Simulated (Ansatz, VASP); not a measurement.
## One calculation of Ti, two programs

Contents of INCAR:

```
ALGO = Fast ; EDIFF = 1E-7
ENCUT = 520 ; GGA = PS
ISIF = 2 ; ISMEAR = 0
LASPH = True ; LCHARG = False
LREAL = False ; LWAVE = False
NBANDS = 12 ; NELM = 80
PREC = Accurate ; SIGMA = 0.15
```

KPOINTS

```
k-points
0
Gamma
  26 26 26
```

File POSCAR:

```
Ti
1.0
   -1.6051160629      1.7455637184      1.6051160629
    1.6051160629     -1.7455637184      1.6051160629
    1.6051160629      1.7455637184     -1.6051160629
Ti
1
Direct
    0.0000000000      0.0000000000      0.0000000000
```

Input for Ansatz:

```yaml
crystal:
  lattice:
    - [-1.6051160629, 1.7455637184, 1.6051160629]
    - [1.6051160629, -1.7455637184, 1.6051160629]
    - [1.6051160629, 1.7455637184, -1.6051160629]
  atoms:
    - { symbol: Ti, position: [0.0, 0.0, 0.0] }
basis:
  ecutwfc: 420
kpoints:
  mp_grid: { grid: [26, 26, 26] }
hamiltonian:
  xc: pbesol
scf:
  occupations: { method: gaussian, width: 0.15 }
output:
  forces: true
  stress: true
  eigenvalues: true
```

Change from the starting cell: strain +0.0875 x Voigt [0, 1, 0, 0, 0, 0], atoms carried along.

Alike in both runs: task single point; functional PBEsol; k mesh 26 × 26 × 26; occupations gaussian, width 0.15 eV; no spin polarisation.

```csv
,VASP,Ansatz
version,VASP 6.6.1,Ansatz 0.2.0
potentials or method,"VASP PAW PBE potentials, release 64 (Ti_sv), cutoff 520 eV","scalar-relativistic, plane waves, PAW"
valence electrons in the cell,12,12
```

|  | VASP | Ansatz | Ansatz less VASP |
| --- | --- | --- | --- |
| gap on the k mesh at the Fermi level (eV) | none | none | - |
| pressure (GPa) | -8.2 | -8.0 | +0.16 |
| traceless stress, the component that is largest in VASP (GPa) | 1.19 | 1.19 | +0.004 |

VASP's potentials were made for PBE, not for PBEsol. A gap of «none» marks a metal or a gap that the smearing closes. The functional is the same, so the differences come from potentials, cutoffs and numerics.
